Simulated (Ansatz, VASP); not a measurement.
**One calculation of TeMoS4, two programs**

```
Te Mo S
1.0
     4.42697    0.00000    0.00000
    -2.21349    3.83387    0.00000
     0.00000    0.00000    9.55946
Te Mo S
1 1 4
Direct
  0.00000 0.00000 0.50000
  0.00000 0.00000 0.00000
  0.00000 0.00000 0.24230
  0.00000 0.00000 0.75770
  0.33333 0.66667 0.00000
  0.66667 0.33333 0.00000
```

Alike in both runs: functional PBE; k mesh 6 × 6 × 2; occupations gaussian, width 0.1 eV; collinear spin.

Ansatz relaxed the structure, and its values are those at the end. VASP's run is a single point on that final structure, the one shown.

|  | VASP | Ansatz |
| --- | --- | --- |
| version | VASP 6.6.1 | Ansatz 0.2.0 |
| potentials or method | VASP PAW PBE potentials, release 64 (Te, Mo_sv, S), cutoff 520 eV | scalar-relativistic, plane waves, PAW |
| valence electrons in the cell | 44 | 54 |

```tsv
	VASP	Ansatz	Ansatz less VASP
gap on the k mesh at the Fermi level (eV)	none	none	-
pressure (GPa)	-0.1	0.0	+0.07
net moment per atom (μB)	0.00	0.00	0.000
```

A gap of «none» marks a metal or a gap that the smearing closes. VASP's potentials hold 44 valence electrons a cell and Ansatz's 54, so a difference there can come from the potentials and not from the codes. Ansatz's warnings: seeded moment not kept.

Spin-orbit coupling is off throughout.
